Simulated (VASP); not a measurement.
# MgB2 (P6/mmm) in VASP: further runs

MgB2 is run at these levels: r2SCAN; tasks: single point.

Everything below comes from runs of VASP 6.6.1. Logs are shortened: lines on timing, memory, paths and dates and some standing lists are left out, and cuts for length are marked.

**1. The cell of the first run**

It takes space group P6/mmm (No. 191, hexagonal). The conventional cell has a = 3.036 Å, b = 3.036 Å, c = 3.452 Å, α = 90.00°, β = 90.00°, γ = 120.00°. Within 3.2 Å of Mg (site symmetry 6/mmm) lie 12 B at 2.46 Å and 6 Mg at 3.04 Å. Within 2.3 Å of B (site symmetry -6m2) lie 3 B at 1.75 Å.

**2. Single point, r2SCAN**

Input file POSCAR:

```
MgB2
1.0
    3.0364562238      0.0000000000      0.0000000000
   -1.5182281119      2.6296482273      0.0000000000
    0.0000000000      0.0000000000      3.4519174224
Mg B
1 2
Direct
    0.0000000000      0.0000000000      0.0000000000
    0.3333333333      0.6666666667      0.5000000000
    0.6666666667      0.3333333333      0.5000000000
```

Input file INCAR.step1:

```
SYSTEM = MgB2
ALGO = Normal
EDIFF = 1E-5
ENCUT = 750
GGA = PE
GGA_COMPAT = .FALSE.
ISMEAR = -1
LASPH = .TRUE.
LCHARG = .FALSE.
LREAL = .FALSE.
LWAVE = .TRUE.
NBANDS = 15
NELM = 120
PREC = Accurate
SIGMA = 0.1
```

Input file INCAR.step2:

```
SYSTEM = MgB2
ALGO = Normal
EDIFF = 1E-6
ENCUT = 750
GGA_COMPAT = .FALSE.
ISIF = 2
ISMEAR = -1
ISTART = 1
LASPH = .TRUE.
LCHARG = .TRUE.
LELF = .TRUE.
LMIXTAU = .TRUE.
LREAL = .FALSE.
LVHAR = .TRUE.
LWAVE = .FALSE.
METAGGA = R2SCAN
NBANDS = 15
NELM = 120
PREC = Accurate
SIGMA = 0.1
```

Input file KPOINTS:

```
k-points
0
G
  15 15 12
  0 0 0
```

Potentials or basis: VASP PAW PBE potentials, release 64 (Mg_sv, B).

On the command line:

```bash
$ cat potpaw_PBE.64/Mg_sv/POTCAR potpaw_PBE.64/B/POTCAR > POTCAR
$ cp INCAR.step1 INCAR
$ mpirun -np 1 vasp_std > vasp.out
$ cp INCAR.step2 INCAR
$ mpirun -np 1 vasp_std > vasp.out
```

OUTCAR:

```text
SYSTEM = MgB2
   EDIFF = 1E-6
   ENCUT = 750
   ISIF = 2
   ISMEAR = -1
   ISTART = 1
   LASPH = .TRUE.
   LREAL = .FALSE.
   METAGGA = R2SCAN
   NELM = 120
   PREC = Accurate

 ion  position               nearest neighbor table
   1  0.000  0.000  0.000-
   2  0.333  0.667  0.500-   3 1.75   3 1.75   3 1.75
   3  0.667  0.333  0.500-   2 1.75   2 1.75   2 1.75

  LATTYP: Found a hexagonal cell.
 ALAT       =     3.0364562238
 C/A-ratio  =     1.1368243663

  Lattice vectors:

 A1 = (   3.0364562238,   0.0000000000,   0.0000000000)
 A2 = (  -1.5182281119,   2.6296482273,   0.0000000000)
 A3 = (   0.0000000000,   0.0000000000,   3.4519174224)

Analysis of symmetry for initial positions (statically):
=====================================================================
 Subroutine PRICEL returns:
 Original cell was already a primitive cell.

 Routine SETGRP: Setting up the symmetry group for a
 hexagonal supercell.

 Subroutine GETGRP returns: Found 24 space group operations
 (whereof 24 operations were pure point group operations)
 out of a pool of 24 trial point group operations.

The static configuration has the point symmetry D_6h.

Analysis of symmetry for dynamics (positions and initial velocities):
=====================================================================
 Subroutine PRICEL returns:
 Original cell was already a primitive cell.

 Routine SETGRP: Setting up the symmetry group for a
 hexagonal supercell.

 Subroutine GETGRP returns: Found 24 space group operations
 (whereof 24 operations were pure point group operations)
 out of a pool of 24 trial point group operations.

The dynamic configuration has the point symmetry D_6h.

 Subroutine INISYM returns: Found 24 space group operations
 (whereof 24 operations are pure point group operations),
 and found     1 'primitive' translations

----------------------------------------------------------------------------------------

                                     Primitive cell

  volume of cell :      27.5629

  direct lattice vectors                    reciprocal lattice vectors
     3.036456224  0.000000000  0.000000000     0.329331275  0.190139500  0.000000000
    -1.518228112  2.629648227  0.000000000     0.000000000  0.380279001  0.000000000
     0.000000000  0.000000000  3.451917422     0.000000000  0.000000000  0.289694068

  length of vectors
     3.036456224  3.036456224  3.451917422     0.380279001  0.380279001  0.289694068

  position of ions in fractional coordinates (direct lattice)
     0.000000000  0.000000000  0.000000000
     0.333333333  0.666666667  0.500000000
     0.666666667  0.333333333  0.500000000

  ion indices of the primitive-cell ions
   primitive index   ion index
                 1           1
                 2           2
                 3           3

----------------------------------------------------------------------------------------

 KPOINTS: k-points

Automatic generation of k-mesh.
 Grid dimensions read from file:
 generate k-points for:   15   15   12

 Generating k-lattice:

  Cartesian coordinates                     Fractional coordinates (reciprocal lattice)
     0.021955418  0.012675967  0.000000000     0.066666667  0.000000000  0.000000000
     0.000000000  0.025351933  0.000000000     0.000000000  0.066666667  0.000000000
     0.000000000  0.000000000  0.024141172     0.000000000  0.000000000  0.083333333

  Length of vectors
     0.025351933  0.025351933  0.024141172

  Shift w.r.t. Gamma in fractional coordinates (k-lattice)
     0.000000000  0.000000000  0.000000000

 Subroutine IBZKPT returns following result:
 ===========================================

 Found    189 irreducible k-points:

 Following reciprocal coordinates:
            Coordinates               Weight
  0.000000  0.000000  0.000000      1.000000
  0.066667  0.000000  0.000000      6.000000
  0.133333  0.000000  0.000000      6.000000
  0.200000  0.000000  0.000000      6.000000
  0.266667  0.000000  0.000000      6.000000
  0.333333  0.000000  0.000000      6.000000
[... 16 lines left out ...]
  0.333333  0.200000  0.000000     12.000000
  0.400000  0.200000  0.000000      6.000000
 [... further k-points ...]
   k-points           NKPTS =    189   k-points in BZ     NKDIM =    189   number of bands    NBANDS=     15
   number of dos      NEDOS =    301   number of ions     NIONS =      3
   total plane-waves  NPLWV =  25088
   dimension x,y,z NGX =    28 NGY =   28 NGZ =   32
   dimension x,y,z NGXF=    56 NGYF=   56 NGZF=   64
   ions per type =               1   2
   NGX,Y,Z   is equivalent  to a cutoff of  15.33, 15.33, 15.41 a.u.
   NGXF,Y,Z  is equivalent  to a cutoff of  30.66, 30.66, 30.82 a.u.
 SYSTEM =  MgB2
   PREC   = accura    normal or accurate (medium, high low for compatibility)
   ISTART =      1    job   : 0-new  1-cont  2-samecut
   ICHARG =      0    charge: 1-file 2-atom 10-const
   ISPIN  =      1    spin polarized calculation?
   LNONCOLLINEAR =      F non collinear calculations
   LSORBIT =      F    spin-orbit coupling
   LASPH  =      T    aspherical Exc in radial PAW
   ENCUT  =  750.0 eV  55.12 Ry    7.42 a.u.   6.78  6.78  7.71*2*pi/ulx,y,z
   NELM   =    120;   NELMIN=  2; NELMDL=  0     # of ELM steps
   EDIFF  = 0.1E-05   stopping-criterion for ELM
   LREAL  =      F    real-space projection
   EDIFFG = 0.1E-04   stopping-criterion for IOM
   NSW    =      0    number of steps for IOM
   IBRION =     -1    ionic relax: 0-MD 1-quasi-New 2-CG
   NFREE  =      0    steps in history (QN), initial steepest desc. (CG)
   ISIF   =      2    stress and relaxation
   ISYM   =      2    0-nonsym 1-usesym 2-fastsym
   POTIM  = 0.5000    time-step for ionic-motion
   TEBEG  =    0.0;   TEEND  =   0.0 temperature during run
   PSTRESS=    0.0 pullay stress
   NELECT =      16.0000    total number of electrons
   NUPDOWN=      -1.0000    fix difference up-down
   EMIN   =  10.00;   EMAX   =-10.00  energy-range for DOS
   EFERMI =   0.00;   METHOD = LEGACY
   ISMEAR =    -1;   SIGMA  =   0.10  broadening in eV -4-tet -1-fermi 0-gaus
   EFERMI_NEDOS =   21; number of points for ismear=-14 and -15
   IALGO  =     38    algorithm
   IMIX   =      4    mixing-type and parameters
     AMIX     =   0.40;   BMIX     =  1.00
     AMIX_MAG =   1.60;   BMIX_MAG =  1.00
  volume/ion in A,a.u.               =       9.19        62.00
  Fermi-wavevector in a.u.,A,eV,Ry     =   1.365651  2.580707 25.374910  1.865003
  Thomas-Fermi vector in A             =   2.491861
   LORBIT       =      0    0 simple, 1 ext, 2 COOP (PROOUT), +10 PAW based schemes
   METAGGA = R2SCAN    functional components
   LHFCALC =     F    Hartree Fock is set to
   AEXX    =    0.0000 exact exchange contribution
   IVDW    =     0    specifies the selected vdW correction
   LEPSILON=     F    determine dielectric tensor
   LRPA    =     F    only Hartree local field effects (RPA)
 non-spin polarized calculation
  energy-cutoff  :      750.00
  volume of cell :       27.56
 maximum number of plane-waves:      1308
 NGX is ok and might be reduce to    28
   NGX = 13   NGY = 13   NGZ = 15

 number of electron      15.9999995 magnetization

 Free energy of the ion-electron system (eV)
  ---------------------------------------------------
  ext. energy  EPLUGINS =         0.00000000
  ---------------------------------------------------
  free energy    TOTEN  =       -19.41265251 eV

  energy without entropy =      -19.39180723  energy(sigma->0) =      -19.40222987

 E-fermi :   5.4650     XC(G=0): -12.0505

 val. band max:        5.4476345030   @ k =   0.2667   0.2667   0.0833
 cond. band min:       5.4650596356   @ k =   0.4000   0.0000   0.5000
 fundamental gap:      0.0174251326
 Fermi energy:         5.4649555169

 k-point     1 :       0.0000    0.0000    0.0000
  band No.  band energies     occupation
      1     -72.6502      2.00000
      2     -37.7611      2.00000
      3     -37.7611      2.00000
      4     -37.7497      2.00000
      5      -8.0710      2.00000
      6       2.2835      2.00000
      7       5.8583      0.03838
      8       5.8583      0.03838
      9       7.6689      0.00000
     10      12.2696      0.00000
     11      12.2696      0.00000
     12      14.4393      0.00000
     13      16.7017      0.00000
     14      19.8862      0.00000
     15      23.2803      0.00000

 k-point     2 :       0.0667    0.0000    0.0000
  band No.  band energies     occupation
      1     -72.6500      2.00000
      2     -37.7631      2.00000
      3     -37.7615      2.00000
      4     -37.7493      2.00000
      5      -7.9869      2.00000
      6       2.3649      2.00000
      7       5.4132      1.25296
      8       5.6485      0.27528
      9       7.7347      0.00000
     10      12.2740      0.00000
     11      12.6535      0.00000
     12      14.6236      0.00000
     13      16.3656      0.00000
     14      20.2783      0.00000
     15      22.9119      0.00000

 k-point     3 :       0.1333    0.0000    0.0000
  band No.  band energies     occupation
      1     -72.6494      2.00000
      2     -37.7687      2.00000
      3     -37.7629      2.00000
      4     -37.7482      2.00000
      5      -7.7353      2.00000
      6       2.6080      2.00000
      7       4.3010      1.99998
      8       5.1437      1.92264
      9       7.9450      0.00000
     10      12.1113      0.00000
     11      13.6763      0.00000
     12      15.1631      0.00000
     13      15.4462      0.00000
     14      21.3354      0.00000
     15      22.1419      0.00000

 k-point     4 :       0.2000    0.0000    0.0000
  band No.  band energies     occupation
      1     -72.6487      2.00000
      2     -37.7773      2.00000
      3     -37.7648      2.00000
      4     -37.7470      2.00000
      5      -7.3185      2.00000
      6       2.8813      2.00000
      7       3.0089      2.00000
      8       4.5490      1.99979
      9       8.2914      0.00000
     10      11.7763      0.00000
     11      14.1479      0.00000
     12      15.1195      0.00000
     13      15.7175      0.00000
     14      21.5040      0.00000
     15      21.7161      0.00000
[... 307 lines left out ...]
 k-point    22 :       0.2667    0.2000    0.0000
  band No.  band energies     occupation
      1     -72.6463      2.00000
      2     -37.7989      2.00000
      3     -37.7783      2.00000
      4     -37.7425      2.00000
      5      -5.0496      2.00000
      6      -0.5455      2.00000
      7       1.0889      2.00000
      8       5.1324      1.93057
      9      10.0282      0.00000
     10      10.5157      0.00000
     11      13.0935      0.00000
     12      14.7896      0.00000
     13      16.7645      0.00000
     14      18.1792      0.00000
     15      19.5201      0.00000

 k-point    23 :       0.3333    0.2000    0.0000
  band No.  band energies     occupation
      1     -72.6459      2.00000
      2     -37.8018      2.00000
      3     -37.7814      2.00000
      4     -37.7418      2.00000
      5      -4.1322      2.00000
      6      -1.7333      2.00000
      7       0.7522      2.00000
      8       5.8865      0.02910
      9       9.0008      0.00000
     10      11.2547      0.00000
     11      12.5653      0.00000
     12      14.9900      0.00000
     13      16.2778      0.00000
     14      18.8805      0.00000
     15      19.6202      0.00000

 k-point    24 :       0.4000    0.2000    0.0000
  band No.  band energies     occupation
      1     -72.6457      2.00000
      2     -37.8026      2.00000
      3     -37.7825      2.00000
      4     -37.7415      2.00000
      5      -3.3836      2.00000
      6      -2.5843      2.00000
      7       0.6489      2.00000
      8       6.3076      0.00044
      9       8.4841      0.00000
     10      11.8963      0.00000
     11      12.0172      0.00000
     12      14.9621      0.00000
     13      16.1186      0.00000
     14      18.9263      0.00000
     15      20.6778      0.00000

 [... further k-points ...]

------------------------ aborting loop because EDIFF is reached ----------------------------------------

  FORCE on cell =-STRESS in cart. coord.  units (eV):
  Direction    XX          YY          ZZ          XY          YZ          ZX
  --------------------------------------------------------------------------------------
  -------------------------------------------------------------------------------------
  Total        1.0320278      1.0320278      1.0365597      0.0000000     -0.0000000      0.0000000
  in kB       59.9897272     59.9897272     60.2531615      0.0000000     -0.0000000      0.0000000
  external PRESSURE =      60.0775386 kB  Pullay stress =       0.0000000 kB

 VOLUME and BASIS-vectors are now :
 -----------------------------------------------------------------------------
  energy-cutoff  :      750.00
  volume of cell :       27.56
      direct lattice vectors                 reciprocal lattice vectors
     3.036456224  0.000000000  0.000000000     0.329331275  0.190139500  0.000000000
    -1.518228112  2.629648227  0.000000000     0.000000000  0.380279001  0.000000000
     0.000000000  0.000000000  3.451917422     0.000000000  0.000000000  0.289694068

 POSITION                                       TOTAL-FORCE (eV/Angst)
 -----------------------------------------------------------------------------------
      0.00000      0.00000      0.00000         0.000000      0.000000     -0.000000
     -0.00000      1.75310      1.72596        -0.000000      0.000000     -0.000000
      1.51823      0.87655      1.72596         0.000000     -0.000000      0.000000
 -----------------------------------------------------------------------------------
    total drift:                               -0.000000      0.000000      0.000000

  FREE ENERGIE OF THE ION-ELECTRON SYSTEM (eV)
  ---------------------------------------------------
  free  energy   TOTEN  =       -19.4126525082 eV

  energy  without entropy=      -19.3918072276  energy(sigma->0) =      -19.40222987
```

Wall time 6.8 min (1 thread of Intel Xeon Platinum 8259CL at 2.50GHz (Skylake/Cascade Lake), shared host); peak memory 0.25 GiB.

What came out:

```yaml
Free_energy: -19.4127 eV
Pressure: 6.0 GPa
Band_gap_on_the_k_mesh: zero (bands 8 and 9 overlap by 4.14 eV)
```

Caveat: the cell stands under pressure; the PAW data sets were made with another functional, which shifts forces and pressure a little.

[end of part 1 of 3]
